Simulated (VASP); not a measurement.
# BiSb2Se (P4/mmm) in VASP: further runs, part 2 of 2

VASP 6.6.1. The steps go on from the part before.

## 3. Single point, PBE

This run uses another cell than the first one, of 28.34 Å³/atom.

Input file INCAR:

```
SYSTEM = BiSb2Se
PREC     = Accurate       ! precision mode
ENCUT    = 520            ! plane-wave cutoff, eV
EDIFF    = 1E-6           ! SCF threshold, eV
ISMEAR   = 0              ! smearing method
SIGMA    = 0.1            ! smearing width, eV
LREAL    = .FALSE.        ! projectors in reciprocal space
LASPH    = .TRUE.         ! aspherical terms in the spheres
NELM     = 80             ! most SCF steps
ALGO     = Normal         ! electronic algorithm
ISIF     = 2              ! what is computed and relaxed
LWAVE    = .FALSE.        ! write WAVECAR
LCHARG   = .TRUE.         ! write CHGCAR
GGA      = PE             ! functional
LELF     = .TRUE.         ! ELF
LVHAR    = .TRUE.       
NBANDS   = 24             ! bands
```

Input file KPOINTS:

```
Automatic mesh
0
G
  10 10 10
  0 0 0
```

Input file POSCAR:

```
BiSb2Se
1.0
    4.2889090080      0.0000000000      0.0000000000
    0.0000000000      4.2889090080      0.0000000000
    0.0000000000      0.0000000000      6.1628612479
Sb Bi Se
2 1 1
Direct
    0.5000000000      0.0000000000      0.5000000000
    0.0000000000      0.5000000000      0.5000000000
    0.0000000000      0.0000000000      0.0000000000
    0.5000000000      0.5000000000      0.0000000000
```

Potentials or basis: VASP PAW PBE potentials, release 64 (Sb, Bi_d, Se).

Launch:

```sh
> cat potpaw_PBE.64/Sb/POTCAR potpaw_PBE.64/Bi_d/POTCAR potpaw_PBE.64/Se/POTCAR > POTCAR
> mpirun -np 1 vasp_std > vasp.out
```

OUTCAR:

```text
SYSTEM = BiSb2Se
   PREC = Accurate
   ENCUT = 520
   EDIFF = 1E-6
   ISMEAR = 0
   LREAL = .FALSE.
   LASPH = .TRUE.
   NELM = 80
   ISIF = 2
   GGA = PE

 ion  position               nearest neighbor table
   1  0.500  0.000  0.500-   2 3.03   2 3.03   2 3.03   2 3.03   3 3.75   3 3.75   3 3.75   3 3.75

   2  0.000  0.500  0.500-   1 3.03   1 3.03   1 3.03   1 3.03   3 3.75   3 3.75   3 3.75   3 3.75

   3  0.000  0.000  0.000-   4 3.03   4 3.03   4 3.03   4 3.03   2 3.75   2 3.75   2 3.75   2 3.75
                             1 3.75   1 3.75   1 3.75   1 3.75
   4  0.500  0.500  0.000-   3 3.03   3 3.03   3 3.03   3 3.03

  LATTYP: Found a simple tetragonal cell.
 ALAT       =     4.2889090080
 C/A-ratio  =     1.4369298198

  Lattice vectors:

 A1 = (   4.2889090080,   0.0000000000,   0.0000000000)
 A2 = (   0.0000000000,   4.2889090080,   0.0000000000)
 A3 = (   0.0000000000,   0.0000000000,   6.1628612479)

Analysis of symmetry for initial positions (statically):
=====================================================================
 Subroutine PRICEL returns:
 Original cell was already a primitive cell.

 Routine SETGRP: Setting up the symmetry group for a
 simple tetragonal supercell.

 Subroutine GETGRP returns: Found 16 space group operations
 (whereof 16 operations were pure point group operations)
 out of a pool of 16 trial point group operations.

The static configuration has the point symmetry D_4h.

Analysis of symmetry for dynamics (positions and initial velocities):
=====================================================================
 Subroutine PRICEL returns:
 Original cell was already a primitive cell.

 Routine SETGRP: Setting up the symmetry group for a
 simple tetragonal supercell.

 Subroutine GETGRP returns: Found 16 space group operations
 (whereof 16 operations were pure point group operations)
 out of a pool of 16 trial point group operations.

The dynamic configuration has the point symmetry D_4h.

 Subroutine INISYM returns: Found 16 space group operations
 (whereof 16 operations are pure point group operations),
 and found     1 'primitive' translations

----------------------------------------------------------------------------------------

                                     Primitive cell

  volume of cell :     113.3642

  direct lattice vectors                    reciprocal lattice vectors
     4.288909008  0.000000000  0.000000000     0.233159528  0.000000000  0.000000000
     0.000000000  4.288909008  0.000000000     0.000000000  0.233159528  0.000000000
     0.000000000  0.000000000  6.162861248     0.000000000  0.000000000  0.162262293

  length of vectors
     4.288909008  4.288909008  6.162861248     0.233159528  0.233159528  0.162262293

  position of ions in fractional coordinates (direct lattice)
     0.500000000  0.000000000  0.500000000
     0.000000000  0.500000000  0.500000000
     0.000000000  0.000000000  0.000000000
     0.500000000  0.500000000  0.000000000

  ion indices of the primitive-cell ions
   primitive index   ion index
                 1           1
                 2           2
                 3           3
                 4           4

[... 24 lines left out ...]
 Found    126 irreducible k-points:

 Following reciprocal coordinates:
            Coordinates               Weight
  0.000000  0.000000  0.000000      1.000000
  0.100000  0.000000  0.000000      4.000000
  0.200000  0.000000  0.000000      4.000000
  0.300000  0.000000  0.000000      4.000000
  0.400000  0.000000  0.000000      4.000000
  0.500000  0.000000  0.000000      2.000000
[... 16 lines left out ...]
  0.100000  0.000000  0.100000      8.000000
  0.200000  0.000000  0.100000      8.000000
 [... further k-points ...]
   k-points           NKPTS =    126   k-points in BZ     NKDIM =    126   number of bands    NBANDS=     24
   number of dos      NEDOS =    301   number of ions     NIONS =      4
   total plane-waves  NPLWV =  49152
   dimension x,y,z NGX =    32 NGY =   32 NGZ =   48
   dimension x,y,z NGXF=    64 NGYF=   64 NGZF=   96
   ions per type =               2   1   1
   NGX,Y,Z   is equivalent  to a cutoff of  12.40, 12.40, 12.95 a.u.
   NGXF,Y,Z  is equivalent  to a cutoff of  24.81, 24.81, 25.90 a.u.
 SYSTEM =  BiSb2Se
   PREC   = accura    normal or accurate (medium, high low for compatibility)
   ISTART =      0    job   : 0-new  1-cont  2-samecut
   ICHARG =      2    charge: 1-file 2-atom 10-const
   ISPIN  =      1    spin polarized calculation?
   LNONCOLLINEAR =      F non collinear calculations
   LSORBIT =      F    spin-orbit coupling
   LASPH  =      T    aspherical Exc in radial PAW
   ENCUT  =  520.0 eV  38.22 Ry    6.18 a.u.   7.97  7.97 11.46*2*pi/ulx,y,z
   NELM   =     80;   NELMIN=  2; NELMDL= -5     # of ELM steps
   EDIFF  = 0.1E-05   stopping-criterion for ELM
   LREAL  =      F    real-space projection
   EDIFFG = 0.1E-04   stopping-criterion for IOM
   NSW    =      0    number of steps for IOM
   IBRION =     -1    ionic relax: 0-MD 1-quasi-New 2-CG
   NFREE  =      0    steps in history (QN), initial steepest desc. (CG)
   ISIF   =      2    stress and relaxation
   ISYM   =      2    0-nonsym 1-usesym 2-fastsym
   POTIM  = 0.5000    time-step for ionic-motion
   TEBEG  =    0.0;   TEEND  =   0.0 temperature during run
   PSTRESS=    0.0 pullay stress
   NELECT =      31.0000    total number of electrons
   NUPDOWN=      -1.0000    fix difference up-down
   EMIN   =  10.00;   EMAX   =-10.00  energy-range for DOS
   EFERMI =   0.00;   METHOD = LEGACY
   ISMEAR =     0;   SIGMA  =   0.10  broadening in eV -4-tet -1-fermi 0-gaus
   EFERMI_NEDOS =   21; number of points for ismear=-14 and -15
   IALGO  =     38    algorithm
   IMIX   =      4    mixing-type and parameters
     AMIX     =   0.40;   BMIX     =  1.00
     AMIX_MAG =   1.60;   BMIX_MAG =  1.00
  volume/ion in A,a.u.               =      28.34       191.25
  Fermi-wavevector in a.u.,A,eV,Ry     =   1.062601  2.008024 15.362610  1.129120
  Thomas-Fermi vector in A             =   2.198057
   LORBIT       =      0    0 simple, 1 ext, 2 COOP (PROOUT), +10 PAW based schemes
   GGA     = PE    functional components
   LHFCALC =     F    Hartree Fock is set to
   AEXX    =    0.0000 exact exchange contribution
   IVDW    =     0    specifies the selected vdW correction
   LEPSILON=     F    determine dielectric tensor
   LRPA    =     F    only Hartree local field effects (RPA)
 non-spin polarized calculation
 Gauss-broadening in eV      SIGMA  =   0.10
  energy-cutoff  :      520.00
  volume of cell :      113.36
 maximum number of plane-waves:      3104
 NGX is ok and might be reduce to    32
   NGX = 15   NGY = 15   NGZ = 23

 number of electron      31.0000005 magnetization

 Free energy of the ion-electron system (eV)
  ---------------------------------------------------
  ext. energy  EPLUGINS =         0.00000000
  ---------------------------------------------------
  free energy    TOTEN  =       -14.90713160 eV

  energy without entropy =      -14.89058845  energy(sigma->0) =      -14.89886002

 E-fermi :   6.8627     XC(G=0):  -9.9172

 val. band max:        6.8619676295   @ k =   0.5000   0.0000   0.4000
 cond. band min:       6.8646220012   @ k =   0.4000   0.2000   0.3000
 fundamental gap:      0.0026543717
 Fermi energy:         6.8626667244

 k-point     1 :       0.0000    0.0000    0.0000
  band No.  band energies     occupation
      1     -16.5344      2.00000
      2     -16.5199      2.00000
      3     -16.5195      2.00000
      4     -16.5072      2.00000
      5     -16.5072      2.00000
      6      -7.1484      2.00000
[... 637 lines left out ...]
     23      12.0708      0.00000
     24      12.5046      0.00000

 [... further k-points ...]

------------------------ aborting loop because EDIFF is reached ----------------------------------------

  FORCE on cell =-STRESS in cart. coord.  units (eV):
  Direction    XX          YY          ZZ          XY          YZ          ZX
  --------------------------------------------------------------------------------------
  -------------------------------------------------------------------------------------
  Total       -0.0179262     -0.0179262     -0.0432801      0.0000000     -0.0000000      0.0000000
  in kB       -0.2533516     -0.2533516     -0.6116782      0.0000000     -0.0000000      0.0000000
  external PRESSURE =      -0.3727938 kB  Pullay stress =       0.0000000 kB

 VOLUME and BASIS-vectors are now :
 -----------------------------------------------------------------------------
  energy-cutoff  :      520.00
  volume of cell :      113.36
      direct lattice vectors                 reciprocal lattice vectors
     4.288909008  0.000000000  0.000000000     0.233159528  0.000000000  0.000000000
     0.000000000  4.288909008  0.000000000     0.000000000  0.233159528  0.000000000
     0.000000000  0.000000000  6.162861248     0.000000000  0.000000000  0.162262293

 POSITION                                       TOTAL-FORCE (eV/Angst)
 -----------------------------------------------------------------------------------
      2.14445      0.00000      3.08143         0.000000      0.000000      0.000000
      0.00000      2.14445      3.08143         0.000000      0.000000      0.000000
      0.00000      0.00000      0.00000         0.000000      0.000000      0.000000
      2.14445      2.14445      0.00000         0.000000      0.000000      0.000000
 -----------------------------------------------------------------------------------
    total drift:                                0.000000     -0.000000     -0.000000

  FREE ENERGIE OF THE ION-ELECTRON SYSTEM (eV)
  ---------------------------------------------------
  free  energy   TOTEN  =       -14.9071315967 eV

  energy  without entropy=      -14.8905884466  energy(sigma->0) =      -14.89886002
```

It took 1.8 min on 1 thread of AMD EPYC 9R45 (Zen 5), shared host; peak memory 0.45 GiB.

What came out:

* Free energy: -14.9071 eV
* Pressure: 0.0 GPa
* Band gap on the k mesh: zero (an odd number of electrons rules out a gap without spin polarisation)

Levels at points of the mesh, in eV from the Fermi level:
| k point | band 12 | band 13 | band 14 | band 15 | band 16 | band 17 | band 18 | band 19 |
| --- | --- | --- | --- | --- | --- | --- | --- | --- |
| (0.00, 0.00, 0.00) | -3.95 | -2.20 | -2.20 | -0.08 | 1.39 | 2.39 | 3.05 | 3.05 |
| (0.50, 0.00, 0.00) | -2.24 | -1.60 | -1.24 | -0.86 | -0.04 | 0.54 | 0.76 | 0.86 |
| (0.50, 0.50, 0.00) | -4.83 | -4.81 | -2.26 | -1.34 | -1.24 | -1.24 | 4.50 | 4.50 |
| (0.00, 0.00, 0.50) | -2.88 | -2.88 | -2.65 | -2.42 | 0.03 | 0.75 | 3.23 | 3.23 |
| (0.50, 0.00, 0.50) | -1.95 | -1.87 | -1.08 | -0.58 | -0.48 | -0.19 | -0.18 | 0.73 |
| (0.50, 0.50, 0.50) | -5.55 | -5.33 | -0.97 | 0.27 | 0.27 | 0.77 | 4.48 | 4.67 |

Caveat: spin-orbit coupling is left out, which moves the levels of the heavy elements; this functional lacks dispersion, which binds the layers, so the pressure and a relaxed spacing across them are unreliable.
